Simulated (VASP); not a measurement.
Wanted: the native input for a VASP 6.6.1 run.

- Task: single point
- Functional: PBE
- Potentials or basis: VASP PAW PBE potentials, release 64 (Ta_pv, Te)
- Cutoff: 520 eV
- k mesh: 8 × 8 × 8
- Occupations: fermi-dirac, width 0.05 eV
- Spin: no spin polarisation
- Hubbard terms: Ta d U = 6.0 eV
- Dipole correction: no
- Further INCAR settings: ALGO = Normal; EDIFF = 1e-06; NBANDS = 16

The structure of TaTe lies in POSCAR:

```
TaTe
1.0
    3.4200900000      0.0000000000      0.0000000000
    0.0000000000      3.4200900000      0.0000000000
    0.0000000000      0.0000000000      3.4200900000
Ta Te
1 1
Direct
    0.5000000000      0.5000000000      0.5000000000
    0.0000000000      0.0000000000      0.0000000000
```

The input as run:

INCAR

```
SYSTEM = TaTe
PREC = Accurate ; ENCUT = 520
EDIFF = 1E-6 ; ISMEAR = -1
SIGMA = 0.05 ; LREAL = .False.
LASPH = .True. ; NELM = 150
ALGO = Normal ; ISIF = 2
LWAVE = .False. ; LCHARG = .False.
LMAXMIX = 4 ; LDAU = .True.
LDAUTYPE = 2 ; LDAUL = 2 -1
LDAUU = 6 0 ; LDAUJ = 0 0
LDAUPRINT = 1 ; GGA = PE
NBANDS = 16
```

KPOINTS

```
regular mesh
0
Gamma
  8 8 8
  0 0 0
```

Potentials or basis: VASP PAW PBE potentials, release 64 (Ta_pv, Te).

The run is started by

```bash
$ cat potpaw_PBE.64/Ta_pv/POTCAR potpaw_PBE.64/Te/POTCAR > POTCAR
$ mpirun -np 1 vasp_std > vasp.out
```

It gave:

* Pressure: 9.0 GPa

Caveat: U without spin polarisation on a metal has little footing; the U is typed as a test and isn't derived for this compound.

Wall time 47 s on 1 thread of AMD EPYC 7R13, on a shared host, peak memory 0.14 GiB.
